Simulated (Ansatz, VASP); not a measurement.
**C4N: VASP beside Ansatz**

INCAR

```
SYSTEM = C4N
PREC = Accurate ; ENCUT = 520
EDIFF = 1E-7 ; ISMEAR = 0
SIGMA = 0.1 ; LREAL = .FALSE.
LASPH = .TRUE. ; NELM = 150
ALGO = Normal ; ISIF = 2
LWAVE = .FALSE. ; LCHARG = .FALSE.
ISPIN = 2 ; MAGMOM = 1 1 1 1 1
LORBIT = 11 ; GGA = PE
IVDW = 12 ; NBANDS = 22
```

File KPOINTS:

```
regular mesh
0
G
  6 6 6
  0 0 0
```

File POSCAR:

```
C4N
1.0
   -2.4513989900      2.4513989900      2.4513989900
    2.4513989900     -2.4513989900      2.4513989900
    2.4513989900      2.4513989900     -2.4513989900
C N
4 1
Direct
    0.0000000000      0.0000000000      0.5000000000
    0.5000000000      0.0000000000      0.0000000000
    0.5000000000      0.5000000000      0.5000000000
    0.0000000000      0.5000000000      0.0000000000
    0.0000000000      0.0000000000      0.0000000000
```

Input for Ansatz:

```yaml
crystal:
  lattice:
    - [-2.45139899, 2.45139899, 2.45139899]
    - [2.45139899, -2.45139899, 2.45139899]
    - [2.45139899, 2.45139899, -2.45139899]
  atoms:
    - { symbol: C, position: [0.0, 0.0, 0.5], spin: 1.0 }
    - { symbol: C, position: [0.5, 0.0, 0.0], spin: 1.0 }
    - { symbol: C, position: [0.5, 0.5, 0.5], spin: 1.0 }
    - { symbol: C, position: [0.0, 0.5, 0.0], spin: 1.0 }
    - { symbol: "N", position: [0.0, 0.0, 0.0], spin: 1.0 }
basis:
  ecutwfc: 420
kpoints:
  mp_grid: { grid: [6, 6, 6] }
hamiltonian:
  xc: pbe
  dispersion: d3bj
scf:
  occupations: { method: gaussian, width: 0.1 }
  lower_state_search: "off"
output:
  forces: true
  stress: true
  eigenvalues: true
  populations: true
magnetization:
  spin_polarized: true
```

Change from the starting cell: species swapped into the NiHg4 type (Im-3m, No. 229).

Alike in both runs: task single point; functional PBE; dispersion D3(BJ); k mesh 6 × 6 × 6; occupations gaussian, width 0.1 eV; collinear spin.

|  | VASP | Ansatz |
| --- | --- | --- |
| version | VASP 6.6.1 | Ansatz 0.2.0 |
| potentials or method | VASP PAW PBE potentials, release 64 (C, N), cutoff 520 eV | scalar-relativistic, plane waves, PAW |
| valence electrons in the cell | 21 | 21 |

|  | VASP | Ansatz | Ansatz less VASP |
| --- | --- | --- | --- |
| gap on the k mesh at the Fermi level (eV) | none | none | - |
| net moment per atom (μB) | 0.00 | 0.00 | 0.000 |

A gap of «none» marks a metal or a gap that the smearing closes. Ansatz's warnings: seeded moment not kept.
